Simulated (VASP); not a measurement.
Set up this calculation in VASP 6.6.1, as the native input.

```
Task                   : single point
Functional             : PBEsol
Potentials or basis    : VASP PAW PBE potentials, release 64 (Ag, B)
Cutoff                 : 520 eV
k mesh                 : 11 × 11 × 7
Occupations            : methfessel-paxton, width 0.1 eV
Spin                   : no spin polarisation
Dipole correction      : no
Further INCAR settings : ALGO = Normal; EDIFF = 1e-06; NBANDS = 16
```

The structure of AgB2 lies in POSCAR:

```
AgB2
1.0
    3.0013674697      0.0000000000      0.0000000000
   -1.5006837348      2.5992603199      0.0000000000
    0.0000000000      0.0000000000      4.0297697803
Ag B
1 2
Direct
    0.0000000000      0.0000000000      0.0000000000
    0.3333333333      0.6666666667      0.5000000000
    0.6666666667      0.3333333333      0.5000000000
```

These files were run (other wordings do the same):

INCAR

```
PREC = Accurate
ENCUT = 520
EDIFF = 1E-6
ISMEAR = 1
SIGMA = 0.1
LREAL = False
LASPH = True
NELM = 60
ALGO = Normal
ISIF = 2
LWAVE = False
LCHARG = False
GGA = PS
NBANDS = 16
```

KPOINTS

```
Automatic mesh
0
Gamma
  11 11 7
```

Potentials or basis: VASP PAW PBE potentials, release 64 (Ag, B).

Run with:

```bash
$ cat potpaw_PBE.64/Ag/POTCAR potpaw_PBE.64/B/POTCAR > POTCAR
$ mpirun -np 1 vasp_std > vasp.out
```

It gave:

The pressure is -1.7 GPa.

Caveat: the PAW data sets were made with another functional, which shifts forces and pressure a little.

Wall time 15 s on 1 thread of AMD EPYC 9R45 (Zen 5), with other jobs on the host, peak memory 0.13 GiB.
